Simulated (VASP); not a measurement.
Here is a VASP 6.6.1 calculation.

File POSCAR:

```
Pd
1.0
   -1.5929712806      1.5929712806      1.5929712806
    1.5929712806     -1.5929712806      1.5929712806
    1.5929712806      1.5929712806     -1.5929712806
Pd
1
Direct
    0.0000000000      0.0000000000      0.0000000000
```

Contents of INCAR.step1:

```
SYSTEM = Pd
ALGO = Normal
EDIFF = 1E-5
ENCUT = 470
GGA = PE
GGA_COMPAT = .False.
ISIF = 2
ISMEAR = -1
LASPH = .True.
LREAL = .False.
LWAVE = .True.
NBANDS = 15
NELM = 120
PREC = Accurate
SIGMA = 0.05
```

File INCAR.step2:

```
SYSTEM = Pd
AEXX = 0.25
ALGO = Normal
EDIFF = 1E-6
ENCUT = 470
GGA = PE
GGA_COMPAT = .False.
ISIF = 2
ISMEAR = -1
ISTART = 1
LASPH = .True.
LCHARG = .True.
LELF = .True.
LHFCALC = .True.
LREAL = .False.
LVHAR = .True.
LWAVE = .False.
NBANDS = 15
NELM = 120
PREC = Accurate
PRECFOCK = Normal
SIGMA = 0.05
```

KPOINTS

```
k-points
0
Gamma
  6 6 6
  0 0 0
```

Potentials or basis: VASP PAW PBE potentials, release 64 (Pd_sv_GW).

Command:

```bash
$ cat potpaw_PBE.64/Pd_sv_GW/POTCAR > POTCAR
$ cp INCAR.step1 INCAR
$ mpirun -np 1 vasp_std > vasp.out
$ cp INCAR.step2 INCAR
$ mpirun -np 1 vasp_std > vasp.out
```

**Question.** Predict the pressure.

**Answer.** -15.6 GPa.

**Question.** Predict the band gap on the k mesh.

**Answer.** Zero (bands 9 and 10 overlap by 2.74 eV).

Caveat: the k points lie up to 0.46 Å⁻¹ apart, too coarse for converged energies and pressures of a metal; the PAW data sets were made with another functional, which shifts forces and pressure a little.
